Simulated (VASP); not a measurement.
Si3B:

```
Si B
1.0
     3.77612    0.00000    0.00000
     0.00000    3.77612    0.00000
     0.00000    0.00000    3.98499
Si B
3 1
Direct
  0.00000 0.00000 0.50000
  0.00000 0.50000 0.00000
  0.50000 0.00000 0.00000
  0.50000 0.50000 0.50000
```

- Program: VASP 6.6.1
- Task: relaxation of cell and atoms
- Functional: PBE
- Potentials or basis: VASP PAW PBE potentials, release 64 (Si, B)
- Cutoff: 600 eV
- k mesh: 4 × 4 × 4
- Occupations: gaussian, width 0.1 eV
- Spin: no spin polarisation

At the start: pressure -11.3 GPa; volume 14.21 Å³/atom.

Problem. Where does the relaxation end?

Solution. Over 7 steps the energy falls by 111.0 meV/atom and the volume is 12.13 Å³/atom (-14.6 %); space group Pm-3m (No. 221, to 0.05 Å).

Step by step:
| step | energy change (eV) | largest force (eV/Å) | pressure (GPa) | volume (Å³) |
| --- | --- | --- | --- | --- |
| 1 | 0.0000 | 0.0000 | -11.30 | 56.82 |
| 2 | -0.4018 | 0.0000 | -1.05 | 48.97 |
| 3 | -0.4087 | 0.0000 | 1.16 | 48.08 |
| 4 | -0.4105 | 0.0000 | 3.72 | 47.14 |
| 5 | -0.4372 | 0.0000 | 2.37 | 47.62 |
| 6 | -0.4437 | 0.0000 | -0.58 | 48.74 |
| 7 | -0.4441 | 0.0000 | -0.04 | 48.52 |

Final structure:
```
Si B
1.0
     3.64531    0.00000    0.00000
     0.00000    3.64531    0.00000
     0.00000    0.00000    3.65153
Si B
3 1
Cartesian
  0.0000 0.0000 1.8258
  0.0000 1.8227 0.0000
  1.8227 0.0000 0.0000
  1.8227 1.8227 1.8258
```

Caveat: the k points lie up to 0.43 Å⁻¹ apart in the final cell.
